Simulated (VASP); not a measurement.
# LiH (Fm-3m) in VASP: notebook

Runs on LiH. Level: PBE. Tasks: single point, relaxation of cell and atoms.

Program: VASP 6.6.1. These are calculated values, not measurements. Logs are shortened: lines on timing, memory, paths and dates and some standing lists are left out, and cuts for length are marked.

## Step 1: The cell of the first run

The structure is cubic, space group Fm-3m (No. 225). Conventional cell: a = 4.007 Å, b = 4.007 Å, c = 4.007 Å, α = 90.00°, β = 90.00°, γ = 90.00°. Li (site symmetry m-3m) has 6 H at 2.00 Å within 2.7 Å. Within 2.7 Å of H (site symmetry m-3m) lie 6 Li at 2.00 Å.

## Step 2: Single point, PBE

File INCAR:

```
  PREC = Accurate
  ENCUT = 520
  EDIFF = 1E-6
  ISMEAR = 0
  SIGMA = 0.02
  LREAL = F
  LASPH = T
  NELM = 60
  ALGO = Normal
  ISIF = 2
  LWAVE = F
  LCHARG = T
  GGA = PE
  LELF = T
  LVHAR = T
  NBANDS = 9
```

File KPOINTS:

```
regular mesh
0
Gamma
  10 10 10
```

File POSCAR:

```
LiH
1.0
    0.0000000000      2.0035500278      2.0035500278
    2.0035500278      0.0000000000      2.0035500278
    2.0035500278      2.0035500278      0.0000000000
Li H
1 1
Direct
    0.0000000000      0.0000000000      0.0000000000
    0.5000000000      0.5000000000      0.5000000000
```

Potentials or basis: VASP PAW PBE potentials, release 64 (Li_sv, H).

Started as:

```console
cat potpaw_PBE.64/Li_sv/POTCAR potpaw_PBE.64/H/POTCAR > POTCAR
mpirun -np 1 vasp_std > vasp.out
```

OUTCAR:

```text
PREC = Accurate
   ENCUT = 520
   EDIFF = 1E-6
   ISMEAR = 0
   LREAL = F
   LASPH = T
   NELM = 60
   ISIF = 2
   GGA = PE

 ion  position               nearest neighbor table
   1  0.000  0.000  0.000-
   2  0.500  0.500  0.500-

  LATTYP: Found a face centered cubic cell.
 ALAT       =     4.0071000556

  Lattice vectors:

 A1 = (   0.0000000000,   2.0035500278,   2.0035500278)
 A2 = (   2.0035500278,   0.0000000000,   2.0035500278)
 A3 = (   2.0035500278,   2.0035500278,   0.0000000000)

Analysis of symmetry for initial positions (statically):
[... 33 lines left out ...]
                                     Primitive cell

  volume of cell :      16.0854

  direct lattice vectors                    reciprocal lattice vectors
     0.000000000  2.003550028  2.003550028    -0.249557033  0.249557033  0.249557033
     2.003550028  0.000000000  2.003550028     0.249557033 -0.249557033  0.249557033
     2.003550028  2.003550028  0.000000000     0.249557033  0.249557033 -0.249557033

  length of vectors
     2.833447622  2.833447622  2.833447622     0.432245460  0.432245460  0.432245460

  position of ions in fractional coordinates (direct lattice)
     0.000000000  0.000000000  0.000000000
     0.500000000  0.500000000  0.500000000

  ion indices of the primitive-cell ions
   primitive index   ion index
                 1           1
                 2           2

----------------------------------------------------------------------------------------

 KPOINTS: regular mesh

Automatic generation of k-mesh.
 Grid dimensions read from file:
 generate k-points for:   10   10   10

 Generating k-lattice:

  Cartesian coordinates                     Fractional coordinates (reciprocal lattice)
    -0.024955703  0.024955703  0.024955703     0.100000000  0.000000000  0.000000000
     0.024955703 -0.024955703  0.024955703     0.000000000  0.100000000  0.000000000
     0.024955703  0.024955703 -0.024955703     0.000000000  0.000000000  0.100000000

  Length of vectors
     0.043224546  0.043224546  0.043224546

  Shift w.r.t. Gamma in fractional coordinates (k-lattice)
     0.000000000  0.000000000  0.000000000

 Subroutine IBZKPT returns following result:
 ===========================================

 Found     47 irreducible k-points:

 Following reciprocal coordinates:
            Coordinates               Weight
  0.000000  0.000000  0.000000      1.000000
  0.100000  0.000000  0.000000      8.000000
  0.200000  0.000000  0.000000      8.000000
  0.300000  0.000000  0.000000      8.000000
  0.400000  0.000000  0.000000      8.000000
  0.500000  0.000000  0.000000      4.000000
[... 16 lines left out ...]
  0.300000  0.300000  0.000000      6.000000
  0.400000  0.300000  0.000000     24.000000
 [... further k-points ...]
   k-points           NKPTS =     47   k-points in BZ     NKDIM =     47   number of bands    NBANDS=      9
   number of dos      NEDOS =    301   number of ions     NIONS =      2
   total plane-waves  NPLWV =  13824
   dimension x,y,z NGX =    24 NGY =   24 NGZ =   24
   dimension x,y,z NGXF=    48 NGYF=   48 NGZF=   48
   ions per type =               1   1
   NGX,Y,Z   is equivalent  to a cutoff of  14.08, 14.08, 14.08 a.u.
   NGXF,Y,Z  is equivalent  to a cutoff of  28.16, 28.16, 28.16 a.u.
 SYSTEM =  unknown system
   PREC   = accura    normal or accurate (medium, high low for compatibility)
   ISTART =      0    job   : 0-new  1-cont  2-samecut
   ICHARG =      2    charge: 1-file 2-atom 10-const
   ISPIN  =      1    spin polarized calculation?
   LNONCOLLINEAR =      F non collinear calculations
   LSORBIT =      F    spin-orbit coupling
   LASPH  =      T    aspherical Exc in radial PAW
   ENCUT  =  520.0 eV  38.22 Ry    6.18 a.u.   5.27  5.27  5.27*2*pi/ulx,y,z
   NELM   =     60;   NELMIN=  2; NELMDL= -5     # of ELM steps
   EDIFF  = 0.1E-05   stopping-criterion for ELM
   LREAL  =      F    real-space projection
   EDIFFG = 0.1E-04   stopping-criterion for IOM
   NSW    =      0    number of steps for IOM
   IBRION =     -1    ionic relax: 0-MD 1-quasi-New 2-CG
   NFREE  =      0    steps in history (QN), initial steepest desc. (CG)
   ISIF   =      2    stress and relaxation
   ISYM   =      2    0-nonsym 1-usesym 2-fastsym
   POTIM  = 0.5000    time-step for ionic-motion
   TEBEG  =    0.0;   TEEND  =   0.0 temperature during run
   PSTRESS=    0.0 pullay stress
   NELECT =       4.0000    total number of electrons
   NUPDOWN=      -1.0000    fix difference up-down
   EMIN   =  10.00;   EMAX   =-10.00  energy-range for DOS
   EFERMI =   0.00;   METHOD = LEGACY
   ISMEAR =     0;   SIGMA  =   0.02  broadening in eV -4-tet -1-fermi 0-gaus
   EFERMI_NEDOS =   21; number of points for ismear=-14 and -15
   IALGO  =     38    algorithm
   IMIX   =      4    mixing-type and parameters
     AMIX     =   0.40;   BMIX     =  1.00
     AMIX_MAG =   1.60;   BMIX_MAG =  1.00
  volume/ion in A,a.u.               =       8.04        54.27
  Fermi-wavevector in a.u.,A,eV,Ry     =   1.029480  1.945435 14.419854  1.059829
  Thomas-Fermi vector in A             =   2.163530
   LORBIT       =      0    0 simple, 1 ext, 2 COOP (PROOUT), +10 PAW based schemes
   GGA     = PE    functional components
   LHFCALC =     F    Hartree Fock is set to
   AEXX    =    0.0000 exact exchange contribution
   IVDW    =     0    specifies the selected vdW correction
   LEPSILON=     F    determine dielectric tensor
   LRPA    =     F    only Hartree local field effects (RPA)
 non-spin polarized calculation
 Gauss-broadening in eV      SIGMA  =   0.02
  energy-cutoff  :      520.00
  volume of cell :       16.09
 maximum number of plane-waves:       444
 NGX is ok and might be reduce to    24
   NGX = 11   NGY = 11   NGZ = 11

 number of electron       3.9999995 magnetization

 Free energy of the ion-electron system (eV)
  ---------------------------------------------------
  ext. energy  EPLUGINS =         0.00000000
  ---------------------------------------------------
  free energy    TOTEN  =        -6.12707136 eV

  energy without entropy =       -6.12707136  energy(sigma->0) =       -6.12707136

 E-fermi :   0.3546     XC(G=0):  -8.5150

 val. band max:        0.0962734102   @ k =   0.5000   0.5000   0.0000
 cond. band min:       3.0747042281   @ k =   0.5000   0.5000   0.0000
 fundamental gap:      2.9784308178
 Fermi energy:         0.3546148846

 k-point     1 :       0.0000    0.0000    0.0000
  band No.  band energies     occupation
      1     -44.1934      2.00000
      2      -5.3410      2.00000
      3      16.2056      0.00000
      4      17.9983      0.00000
      5      17.9983      0.00000
      6      17.9983      0.00000
      7      22.7157      0.00000
      8      22.7157      0.00000
      9      22.7157      0.00000

 k-point     2 :       0.1000    0.0000    0.0000
  band No.  band energies     occupation
      1     -44.1891      2.00000
      2      -5.1641      2.00000
      3      14.7264      0.00000
      4      17.0023      0.00000
      5      17.6093      0.00000
      6      17.6093      0.00000
      7      22.1466      0.00000
      8      23.5566      0.00000
      9      23.5566      0.00000

 k-point     3 :       0.2000    0.0000    0.0000
  band No.  band energies     occupation
      1     -44.1774      2.00000
      2      -4.6470      2.00000
      3      11.4697      0.00000
      4      15.7318      0.00000
      5      16.9818      0.00000
      6      16.9818      0.00000
      7      22.9912      0.00000
      8      23.3478      0.00000
      9      23.3478      0.00000

 k-point     4 :       0.3000    0.0000    0.0000
  band No.  band energies     occupation
      1     -44.1631      2.00000
      2      -3.8506      2.00000
      3       8.3211      0.00000
      4      14.6862      0.00000
      5      16.6018      0.00000
      6      16.6018      0.00000
      7      21.2771      0.00000
      8      21.2771      0.00000
      9      24.5454      0.00000

 k-point     5 :       0.4000    0.0000    0.0000
  band No.  band energies     occupation
      1     -44.1514      2.00000
      2      -2.9746      2.00000
      3       5.9625      0.00000
      4      14.0032      0.00000
      5      16.5452      0.00000
      6      16.5452      0.00000
      7      19.7734      0.00000
      8      19.7734      0.00000
      9      26.3715      0.00000

 k-point     6 :       0.5000    0.0000    0.0000
  band No.  band energies     occupation
      1     -44.1470      2.00000
      2      -2.5352      2.00000
      3       5.0204      0.00000
      4      13.7672      0.00000
      5      16.6077      0.00000
      6      16.6077      0.00000
      7      19.1840      0.00000
      8      19.1840      0.00000
      9      27.4268      0.00000
[... 169 lines left out ...]
 k-point    21 :      -0.3000    0.2000    0.0000
  band No.  band energies     occupation
      1     -44.1473      2.00000
      2      -2.5750      2.00000
      3       6.9128      0.00000
      4       9.3436      0.00000
      5      15.4455      0.00000
      6      15.8910      0.00000
      7      22.6934      0.00000
      8      25.6930      0.00000
      9      26.5773      0.00000

 k-point    22 :      -0.2000    0.2000    0.0000
  band No.  band energies     occupation
      1     -44.1582      2.00000
      2      -3.5134      2.00000
      3       9.6289      0.00000
      4       9.7721      0.00000
      5      16.1335      0.00000
      6      17.1334      0.00000
      7      21.9145      0.00000
      8      24.0318      0.00000
      9      25.7087      0.00000

 k-point    23 :       0.3000    0.3000    0.0000
  band No.  band energies     occupation
      1     -44.1535      2.00000
      2      -3.1138      2.00000
      3       8.6769      0.00000
      4      12.3442      0.00000
      5      12.3442      0.00000
      6      15.5735      0.00000
      7      17.5622      0.00000
      8      28.6485      0.00000
      9      31.1344      0.00000

 k-point    24 :       0.4000    0.3000    0.0000
  band No.  band energies     occupation
      1     -44.1445      2.00000
      2      -2.2222      2.00000
      3       6.7882      0.00000
      4      10.5764      0.00000
      5      11.9030      0.00000
      6      16.3382      0.00000
      7      17.6710      0.00000
      8      29.6887      0.00000
      9      30.1530      0.00000

 [... further k-points ...]

------------------------ aborting loop because EDIFF is reached ----------------------------------------

  FORCE on cell =-STRESS in cart. coord.  units (eV):
  Direction    XX          YY          ZZ          XY          YZ          ZX
  --------------------------------------------------------------------------------------
  -------------------------------------------------------------------------------------
  Total       -0.0252522     -0.0252522     -0.0252522     -0.0000000     -0.0000000      0.0000000
  in kB       -2.5152343     -2.5152343     -2.5152343     -0.0000000     -0.0000000      0.0000000
  external PRESSURE =      -2.5152343 kB  Pullay stress =       0.0000000 kB

 VOLUME and BASIS-vectors are now :
 -----------------------------------------------------------------------------
  energy-cutoff  :      520.00
  volume of cell :       16.09
      direct lattice vectors                 reciprocal lattice vectors
     0.000000000  2.003550028  2.003550028    -0.249557033  0.249557033  0.249557033
     2.003550028  0.000000000  2.003550028     0.249557033 -0.249557033  0.249557033
     2.003550028  2.003550028  0.000000000     0.249557033  0.249557033 -0.249557033

 POSITION                                       TOTAL-FORCE (eV/Angst)
 -----------------------------------------------------------------------------------
      0.00000      0.00000      0.00000        -0.000000      0.000000      0.000000
      2.00355      2.00355      2.00355         0.000000     -0.000000     -0.000000
 -----------------------------------------------------------------------------------
    total drift:                                0.000000     -0.000000     -0.000000

  FREE ENERGIE OF THE ION-ELECTRON SYSTEM (eV)
  ---------------------------------------------------
  free  energy   TOTEN  =        -6.1270713634 eV

  energy  without entropy=       -6.1270713634  energy(sigma->0) =       -6.12707136
```

Wall time 3 s (1 thread of Intel Xeon 6975P-C (Granite Rapids), shared host); peak memory 0.13 GiB.

Results:

| Property | Result |
| --- | --- |
| Free energy | -6.1271 eV |
| Band gap on the k mesh | 2.98 eV, direct |

Caveat: the cutoff is under 1.25 times the usual one of these potentials, so pressure, stress and relaxed cells hold a basis-set (Pulay) error.

(Continued in part 2 of 2.)
